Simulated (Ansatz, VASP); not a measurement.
C: VASP beside Ansatz

File POSCAR:

```
C
1.0
    2.1273203072     -1.2282824400      0.0000000000
    2.1273203072      1.2282824400      0.0000000000
   -1.3790696309      0.0000000000      3.5028300786
C
2
Direct
    0.1666444700      0.1666444700      0.9999069600
    0.8333555300      0.8333555300      0.0000930400
```

INCAR.step1

```
SYSTEM = C
PREC = Accurate ; ENCUT = 520
EDIFF = 1E-5 ; ISMEAR = -1
SIGMA = 0.05 ; LREAL = .False.
LASPH = .True. ; NELM = 80
ALGO = Normal ; ISIF = 2
LWAVE = .True. ; LCHARG = .False.
NBANDS = 11 ; GGA = PE
```

The input INCAR.step2:

```
SYSTEM = C
PREC = Accurate ; ENCUT = 520
EDIFF = 1E-6 ; ISMEAR = -1
SIGMA = 0.05 ; LREAL = .False.
LASPH = .True. ; NELM = 80
ALGO = Normal ; ISIF = 2
LWAVE = .False. ; LCHARG = .False.
GGA = PE ; LHFCALC = .True.
AEXX = 0.25 ; HFSCREEN = 0.3
PRECFOCK = Normal ; NBANDS = 11
ISTART = 1
```

The input KPOINTS:

```
Automatic mesh
0
Gamma
  7 7 4
  0 0 0
```

input

```
crystal:
  lattice:
    - [2.1273203072, -1.22828244, 0.0]
    - [2.1273203072, 1.22828244, 0.0]
    - [-1.3790696309, 0.0, 3.5028300786]
  atoms:
    - { symbol: C, position: [0.16664447, 0.16664447, 0.99990696] }
    - { symbol: C, position: [0.83335553, 0.83335553, 9.304e-05] }
hamiltonian:
  xc: { exchange: pbe, correlation: pbe, exx: { coeff: 0.25, omega: 0.3 } }
  pseudopotentials: { kind: paw }
kpoints:
  mp_grid: { grid: [7, 7, 4] }
  band_path:
    path:
      - [[0.0, 0.0, 0.0], [0.5, 0.5, -1.0], [0.4123194886, 0.4123194886, -1.119026649], [0.5, 0.5, -0.5], [0.6935932999, 0.3064067001, -0.5]]
      - [[0.3064067001, -0.3064067001, 0.5], [0.0, 0.0, 0.5], [0.5876805114, 0.5876805114, 0.119026649]]
      - [[0.5, 0.5, -1.0], [0.6104897536, 0.3895102464, -1.0]]
      - [[0.3895102464, -0.3895102464, 0.0], [0.0, 0.0, 0.0], [0.5, 0.0, -0.5]]
      - [[0.5, 0.0, 0.0], [0.0, 0.0, 0.0]]
    npoints: 4
scf:
  occupations: { method: fermi_dirac, width: 0.05 }
  n_extra_bands: 6
output:
  forces: true
  stress: true
  eigenvalues: true
  fatbands: false
```

Alike in both runs: functional PBE-based screened hybrid; k mesh 7 × 7 × 4; occupations fermi-dirac, width 0.05 eV; no spin polarisation.

```csv
,VASP,Ansatz
version,VASP 6.6.1,Ansatz 0.2.0
potentials or method,"VASP PAW PBE potentials, release 64 (C)",Ansatz PAW
plane-wave cutoff (eV),520,420
valence electrons in the cell,8,8
task,single point,band structure
```

```csv
,VASP,Ansatz,Ansatz less VASP
gap on the k mesh at the Fermi level (eV),2.69,2.69,0.000
pressure (GPa),-1.2,-1.7,-0.58
"traceless stress, the component that is largest in VASP (GPa)",3.03,3.72,+0.692
rms of the force components (eV/Å),0.005,0.005,0.0000
```

VASP's potentials were made for PBE, not for PBE-based screened hybrid. Atom by atom the forces differ by 0.000 eV/Å (rms over components).

The k mesh is coarse, so the values compare programs but aren't converged.
